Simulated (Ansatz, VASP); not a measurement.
Given: the input of a run of VASP 6.6.1 on NiO.

The input INCAR:

```
SYSTEM = NiO
  ALGO = Normal
  EDIFF = 1E-6
  ENCUT = 520
  GGA = PE
  ISIF = 2
  ISMEAR = -1
  ISPIN = 2
  LASPH = .True.
  LCHARG = .False.
  LMAXMIX = 4
  LORBIT = 11
  LREAL = .False.
  LWAVE = .False.
  MAGMOM = 1 0
  NBANDS = 19
  NELM = 150
  PREC = Accurate
  SIGMA = 0.05
```

KPOINTS

```
k-points
0
Gamma
  6 6 6
  0 0 0
```

The input POSCAR:

```
NiO
1.0
    0.0000000000      2.0859016414      2.0859016414
    2.0859016414      0.0000000000      2.0859016414
    2.0859016414      2.0859016414      0.0000000000
Ni O
1 1
Direct
    0.0000000000      0.0000000000      0.0000000000
    0.5000000000      0.5000000000      0.5000000000
```

Potentials or basis: VASP PAW PBE potentials, release 64 (Ni, O).

The run is started by

```sh
$ cat potpaw_PBE.64/Ni/POTCAR potpaw_PBE.64/O/POTCAR > POTCAR
$ mpirun -np 1 vasp_std > vasp.out
```

Q: Set up the same calculation for Ansatz 0.2.0. Potentials there: Ansatz PAW.

A: As run (the cutoff follows the program's own potentials):

File input.yaml:

```yaml
crystal:
  lattice:
    - [0.0, 2.0859016414, 2.0859016414]
    - [2.0859016414, 0.0, 2.0859016414]
    - [2.0859016414, 2.0859016414, 0.0]
  atoms:
    - { symbol: Ni, position: [0.0, 0.0, 0.0], spin: 1.0 }
    - { symbol: O, position: [0.5, 0.5, 0.5] }
hamiltonian:
  xc: pbe
  pseudopotentials: { kind: paw }
magnetization:
  spin_polarized: true
kpoints:
  mp_grid: { grid: [6, 6, 6] }
scf:
  occupations: { method: fermi_dirac, width: 0.05 }
output:
  forces: true
  stress: true
  eigenvalues: true
```

Potentials or basis: Ansatz PAW.

Run with:

```bash
$ ansatz run input.yaml --threads 2 --pin off --max-ram 5120MiB --backend cpu --events-out ev --progress --plain --runs-dir out
```

Both were run:

|  | VASP | Ansatz | Ansatz less VASP |
| --- | --- | --- | --- |
| gap on the k mesh at the Fermi level (eV) | none | none | - |
| pressure (GPa) | 5.4 | 5.6 | +0.21 |
| net moment per atom (μB) | 0.86 | 0.87 | +0.005 |
| size of the moment on the site where the two differ most (μB) | 1.42 | 1.40 | -0.017 |

Site moments also hang on the region over which each program counts them. A gap of «none» marks a metal or a gap that the smearing closes. The functional is the same, so the differences come from potentials, cutoffs and numerics. VASP's potentials hold 16 valence electrons a cell and Ansatz's 24, so a difference there can come from the potentials and not from the codes.

The k mesh is coarse, so the values compare programs but aren't converged.
